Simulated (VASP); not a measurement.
A run of VASP 6.6.1:

Contents of POSCAR:

```
Li2O
1.0
    2.2407119035      2.2407119035      0.0000000000
   -2.2407119035      2.2407119035      0.0000000000
    0.0000000000      2.2407119035      2.2959778130
Li O
2 1
Direct
    0.2500000000      0.7500000000      0.5000000000
    0.7500000000      0.2500000000      0.5000000000
    0.0000000000      0.0000000000      0.0000000000
```

Contents of INCAR.step1:

```
SYSTEM = Li2O
PREC = Accurate ; ENCUT = 830
ISMEAR = 0 ; SIGMA = 0.01
LREAL = .FALSE. ; LASPH = .TRUE.
NELM = 120 ; NBANDS = 13
GGA = PE ; ALGO = Normal
EDIFF = 1E-5 ; LWAVE = .TRUE.
LCHARG = .FALSE. ; GGA_COMPAT = .FALSE.
```

INCAR.step2

```
SYSTEM = Li2O
PREC = Accurate ; ENCUT = 830
EDIFF = 1E-6 ; ISMEAR = 0
SIGMA = 0.01 ; LREAL = .FALSE.
LASPH = .TRUE. ; NELM = 120
ALGO = Normal ; ISIF = 2
LWAVE = .FALSE. ; LCHARG = .FALSE.
METAGGA = R2SCAN ; LMIXTAU = .TRUE.
NBANDS = 13 ; ISTART = 1
GGA_COMPAT = .FALSE.
```

KPOINTS

```
regular mesh
0
G
  8 8 8
  0 0 0
```

Potentials or basis: VASP PAW PBE potentials, release 64 (Li_sv, O).

The run is started by

```sh
$ cat potpaw_PBE.64/Li_sv/POTCAR potpaw_PBE.64/O/POTCAR > POTCAR
$ cp INCAR.step1 INCAR
$ mpirun -np 1 vasp_std > vasp.out
$ cp INCAR.step2 INCAR
$ mpirun -np 1 vasp_std > vasp.out
```

Hardware: 1 thread of Intel Xeon 8259CL, on a shared host.

Task: How long does it take, and how much memory?

Result: Wall time 3.8 min on 1 thread of Intel Xeon 8259CL, on a shared host, peak memory 0.18 GiB. Counts: k points 59.
